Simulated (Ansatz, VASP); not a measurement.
**One calculation of TaSi2, two programs**

```
Ta Si
1.0
     4.76136    0.00000    0.00000
    -2.38068    4.12346    0.00000
     0.00000    0.00000    6.55812
Ta Si
3 6
Direct
  0.32022 0.00000 0.93474
  0.50000 0.50000 0.66667
  0.00000 0.50000 0.33333
  0.15926 0.31852 0.00000
  0.84074 0.15926 0.66667
  0.68148 0.84074 0.33333
  0.84074 0.68148 0.00000
  0.15926 0.84074 0.66667
  0.31852 0.15926 0.33333
```

Alike in both runs: task single point; functional PBEsol; k mesh 9 × 9 × 6; occupations gaussian, width 0.15 eV; no spin polarisation.

```csv
,VASP,Ansatz
version,VASP 6.6.1,Ansatz 0.2.0
potentials or method,"VASP PAW PBE potentials, release 64 (Ta_pv, Si), cutoff 520 eV","scalar-relativistic, plane waves, PAW"
valence electrons in the cell,57,63
```

```tsv
	VASP	Ansatz	Ansatz less VASP
gap on the k mesh at the Fermi level (eV)	none	none	-
rms of the force components (eV/Å)	6.498	6.462	-0.0364
```

VASP's potentials were made for PBE, not for PBEsol, and Ansatz warns of the same on its side. Atom by atom the forces differ by 0.037 eV/Å (rms over components). A gap of «none» marks a metal or a gap that the smearing closes. VASP's potentials hold 57 valence electrons a cell and Ansatz's 63, so a difference there can come from the potentials and not from the codes.

Spin-orbit coupling is off throughout.
